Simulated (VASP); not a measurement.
**CdSe: single point with r2SCAN**

Crystal: CdSe.

```
CELL_PARAMETERS angstrom
0.00000 2.89299 2.89299
2.89299 0.00000 2.89299
2.89299 2.89299 0.00000
ATOMIC_POSITIONS crystal
Cd 0.00000 0.00000 0.00000
Se 0.50000 0.50000 0.50000
```

* Program: VASP 6.6.1
* Task: single point
* Functional: r2SCAN
* Potentials or basis: VASP PAW PBE potentials, release 64 (Cd, Se)
* Cutoff: 520 eV
* k mesh: 8 × 8 × 8
* Occupations: fermi-dirac, width 0.05 eV
* Spin: no spin polarisation

- Pressure: -2.9 GPa

Levels at points of the mesh, in eV from the Fermi level:
```csv
k point,band 5,band 6,band 7,band 8,band 9,band 10,band 11,band 12,band 13,band 14
"(0.00, 0.00, 0.00)",-8.23,-8.23,-0.68,-0.68,-0.68,0.50,9.05,9.05,9.05,10.36
"(0.50, 0.00, 0.00)",-8.11,-8.11,-4.93,-0.16,-0.16,3.49,5.72,5.72,6.25,11.77
"(0.50, 0.50, 0.00)",-8.06,-7.57,-4.09,-2.09,-2.09,-0.10,5.81,10.27,10.90,10.90
```

Run time: 46 s on 1 thread of Intel(R) Xeon(R) 6975P-C (Granite Rapids), on a shared host, peak memory 0.18 GiB.

Caveat: the PAW data sets were made with another functional, which shifts forces and pressure a little.
